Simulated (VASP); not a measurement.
# Br2 in VASP: single point with PBE+D3(BJ)

Aim: the single point of Br2 with PBE+D3(BJ).

Everything below comes from runs of VASP 6.6.1. Logs are shortened: lines on timing, memory, paths and dates and some standing lists are left out, and cuts for length are marked.

### 1 The cell of the first run

The cell holds a molecule in a box, 2 atoms: a = 9.065 Å, b = 9.371 Å, c = 24.158 Å, α = 90.00°, β = 90.00°, γ = 118.92°.

### 2 Single point, PBE+D3(BJ)

INCAR

```
PREC = Accurate
ENCUT = 520
EDIFF = 1E-6
ISMEAR = 0
SIGMA = 0.1
LREAL = False
LASPH = True
NELM = 60
ALGO = Normal
ISIF = 2
LWAVE = False
LCHARG = False
LDIPOL = True
IDIPOL = 3
DIPOL = 0.5 0.5 0.646
GGA = PE
IVDW = 12
NBANDS = 14
```

KPOINTS

```
regular mesh
0
Gamma
  3 3 1
```

POSCAR

```
Br
1.0
    9.0651812496      0.0000000000      0.0000000000
   -4.5325906248      8.2023281948      0.0000000000
    0.0000000000      0.0000000000     24.1584415470
Br
2
Direct
    0.6066175610      0.2142196266      0.6462878980
    0.1091200919      0.2209491944      0.6458291700
```

Potentials or basis: VASP PAW PBE potentials, release 64 (Br).

The run is started by

```sh
$ cat potpaw_PBE.64/Br/POTCAR > POTCAR
$ mpirun -np 1 vasp_std > vasp.out
```

OUTCAR:

```text
PREC = Accurate
   ENCUT = 520
   EDIFF = 1E-6
   ISMEAR = 0
   LREAL = False
   LASPH = True
   NELM = 60
   ISIF = 2
   GGA = PE
   IVDW = 12
 IVDW          = 12

 ion  position               nearest neighbor table
   1  0.607  0.214  0.646-
   2  0.109  0.221  0.646-

  LATTYP: Found a base centered orthorhombic cell.
 ALAT       =     9.0651812496
 B/A-ratio  =     1.8096335791
 C/A-ratio  =     2.6649706037

  Lattice vectors:

 A1 = (   4.5325906248,  -8.2023281948,   0.0000000000)
 A2 = (   4.5325906248,   8.2023281948,   0.0000000000)
 A3 = (   0.0000000000,   0.0000000000,  24.1584415470)

Analysis of symmetry for initial positions (statically):
=====================================================================
 Subroutine PRICEL returns:
 Original cell was already a primitive cell.

 Routine SETGRP: Setting up the symmetry group for a
 base centered orthorhombic supercell.

 Subroutine GETGRP returns: Found  2 space group operations
 (whereof  1 operations were pure point group operations)
 out of a pool of  8 trial point group operations.

The static configuration has the point symmetry C_1 .
 The point group associated with its full space group is S_2 .

Analysis of symmetry for dynamics (positions and initial velocities):
=====================================================================
 Subroutine PRICEL returns:
 Original cell was already a primitive cell.

 Routine SETGRP: Setting up the symmetry group for a
 base centered orthorhombic supercell.

 Subroutine GETGRP returns: Found  2 space group operations
 (whereof  1 operations were pure point group operations)
 out of a pool of  8 trial point group operations.

The dynamic configuration has the point symmetry C_1 .
 The point group associated with its full space group is S_2 .

 Subroutine INISYM returns: Found  2 space group operations
 (whereof  1 operations are pure point group operations),
 and found     1 'primitive' translations

----------------------------------------------------------------------------------------

                                     Primitive cell

  volume of cell :    1796.3152

  direct lattice vectors                    reciprocal lattice vectors
     9.065181250  0.000000000  0.000000000     0.110312190  0.060958302  0.000000000
    -4.532590625  8.202328195  0.000000000     0.000000000  0.121916604  0.000000000
     0.000000000  0.000000000 24.158441547     0.000000000  0.000000000  0.041393399

  length of vectors
     9.065181250  9.371369462 24.158441547     0.126034495  0.121916604  0.041393399

  position of ions in fractional coordinates (direct lattice)
[... 76 lines left out ...]
   IALGO  =     38    algorithm
   IMIX   =      4    mixing-type and parameters
     AMIX     =   0.40;   BMIX     =  1.00
     AMIX_MAG =   1.60;   BMIX_MAG =  1.00
  volume/ion in A,a.u.               =     898.16      6061.07
  Fermi-wavevector in a.u.,A,eV,Ry     =   0.324581  0.613369  1.433414  0.105353
  Thomas-Fermi vector in A             =   1.214830
   LORBIT       =      0    0 simple, 1 ext, 2 COOP (PROOUT), +10 PAW based schemes
   GGA     = PE    functional components
   LHFCALC =     F    Hartree Fock is set to
   AEXX    =    0.0000 exact exchange contribution
   IVDW    =    12    specifies the selected vdW correction
   LEPSILON=     F    determine dielectric tensor
   LRPA    =     F    only Hartree local field effects (RPA)
 non-spin polarized calculation
 Gauss-broadening in eV      SIGMA  =   0.10
  energy-cutoff  :      520.00
  volume of cell :     1796.32
 maximum number of plane-waves:     48447
 NGX is ok and might be reduce to    70
   NGX = 33   NGY = 35   NGZ = 89

 number of electron      14.0000001 magnetization

 dipolmoment           0.000000      0.000000     -0.000004 electrons x Angstroem

 Free energy of the ion-electron system (eV)
  ---------------------------------------------------
  ext. energy  EPLUGINS =         0.00000000
  ---------------------------------------------------
  free energy    TOTEN  =        -0.39151334 eV

  energy without entropy =       -0.23445543  energy(sigma->0) =       -0.31298438

 E-fermi :  -7.5800     XC(G=0):  -0.6978

 val. band max:       -7.6225302563   @ k =   0.0000   0.3333   0.0000
 cond. band min:      -7.5019656267   @ k =   0.0000   0.0000   0.0000
 fundamental gap:      0.1205646296
 Fermi energy:        -7.5800368967

 k-point     1 :       0.0000    0.0000    0.0000
  band No.  band energies     occupation
      1     -19.9927      2.00000
      2     -19.9634      2.00000
      3      -8.0063      2.00000
      4      -7.6978      1.90430
      5      -7.6965      1.90058
      6      -7.6236      1.46230
      7      -7.6228      1.45444
      8      -7.5020      0.26955
      9      -0.8298      0.00000
     10       0.1914      0.00000
     11       0.2938      0.00000
     12       0.9127      0.00000
     13       0.9443      0.00000
     14       1.3256      0.00000
[... 54 lines left out ...]
      1     -19.9854      2.00000
      2     -19.9708      2.00000
      3      -7.8899      1.99999
      4      -7.6804      1.84409
      5      -7.6792      1.83940
      6      -7.6433      1.62884
      7      -7.6419      1.61826
      8      -7.6362      1.57319
      9      -0.1354      0.00000
     10       0.1387      0.00000
     11       0.3441      0.00000
     12       0.8186      0.00000
     13       0.8996      0.00000
     14       0.9382      0.00000

------------------------ aborting loop because EDIFF is reached ----------------------------------------

 vacuum level on the upper side and lower side of the slab       (xc-potential included)        -0.085        -0.090

 Edisp (eV)   -0.02705

 E8    (eV) :    -0.0107

  FORCE on cell =-STRESS in cart. coord.  units (eV):
  Direction    XX          YY          ZZ          XY          YZ          ZX
  --------------------------------------------------------------------------------------
  -------------------------------------------------------------------------------------
  Total      -1.47659    -0.01171    -0.00187    -0.00027     0.00005     0.00008
  in kB      -1.31701    -0.01045    -0.00167    -0.00024     0.00004     0.00007
  external pressure =       -0.44 kB  Pullay stress =        0.00 kB

 VOLUME and BASIS-vectors are now :
 -----------------------------------------------------------------------------
  energy-cutoff  :      520.00
  volume of cell :     1796.32
      direct lattice vectors                 reciprocal lattice vectors
     9.065181250  0.000000000  0.000000000     0.110312190  0.060958302  0.000000000
    -4.532590625  8.202328195  0.000000000     0.000000000  0.121916604  0.000000000
     0.000000000  0.000000000 24.158441547     0.000000000  0.000000000  0.041393399

 POSITION                                       TOTAL-FORCE (eV/Angst)
 -----------------------------------------------------------------------------------
      4.52813      1.75710     15.61331         0.005336      0.003385     -0.000786
     -0.01228      1.81230     15.60223        -0.005336     -0.003385      0.000786
 -----------------------------------------------------------------------------------
    total drift:                               -0.000008     -0.000004      0.000005

  FREE ENERGIE OF THE ION-ELECTRON SYSTEM (eV)
  ---------------------------------------------------
  free  energy   TOTEN  =        -0.4185681333 eV

  energy  without entropy=       -0.2615102236  energy(sigma->0) =       -0.34003918

 vacuum level on the upper side and lower side of the slab         0.170         0.170
```

stdout:

```text
POSCAR found type information on POSCAR Br
 POSCAR found :  1 types and       2 ions
 scaLAPACK will be used
 LDA part: xc-table for (Slater+PW92), standard interpolation
 POSCAR, INCAR and KPOINTS ok, starting setup
 FFT: planning ... GRIDC
 FFT: planning ... GRID_SOFT
 FFT: planning ... GRID
 WAVECAR not read
 entering main loop
```

It took 5.4 min on 1 thread of Oxide Virtual Turin-like, shared host; peak memory 1.4 GiB.

Results:

* Free energy: -0.4186 eV
* Largest force: 0.006 eV/Å
* Gap between the frontier levels: zero (band 7 reaches -7.62 eV, above the bottom of band 8 at -7.64 eV)
* Dispersion energy per atom: -0.014 eV

Forces on the atoms (eV/Å):
```
Br   0.005  0.003 -0.001
Br  -0.005 -0.003  0.001
```
